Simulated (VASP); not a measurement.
Input of a VASP 6.6.1 run:

The input INCAR:

```
PREC     = Accurate       # precision mode
ENCUT    = 600            # plane-wave cutoff, eV
EDIFF    = 1E-6           # SCF threshold, eV
ISMEAR   = 0              # smearing method
SIGMA    = 0.01           # smearing width, eV
LREAL    = F              # projectors in reciprocal space
LASPH    = T              # aspherical terms in the spheres
NELM     = 120            # most SCF steps
ALGO     = Normal         # electronic algorithm
ISIF     = 2              # what is computed and relaxed
LWAVE    = F              # write WAVECAR
LCHARG   = F              # write CHGCAR
GGA      = PE             # functional
NBANDS   = 17             # bands
GGA_COMPAT= F
```

KPOINTS

```
Automatic mesh
0
Gamma
  4 4 4
```

File POSCAR:

```
SnO
1.0
    3.1034067823      0.0000000000      0.0000000000
    0.0000000000      3.1034067823      0.0000000000
    0.0000000000      0.0000000000      3.1034067823
Sn O
1 1
Direct
    0.0000000000      0.0000000000      0.0000000000
    0.5000000000      0.5000000000      0.5000000000
```

Potentials or basis: VASP PAW PBE potentials, release 64 (Sn_d, O).

Run with:

```bash
$ cat potpaw_PBE.64/Sn_d/POTCAR potpaw_PBE.64/O/POTCAR > POTCAR
$ mpirun -np 1 vasp_std > vasp.out
```

Task: Estimate the pressure.

Result: 3.1 GPa.

Task: What does it give for the band gap on the k mesh?

Result: 0.48 eV, indirect (least direct gap 1.17 eV).

Caveat: the k points lie up to 0.51 Å⁻¹ apart; spin-orbit coupling is left out, which moves the levels of the heavy elements. As with any semilocal functional, this PBE gap is likely too small.
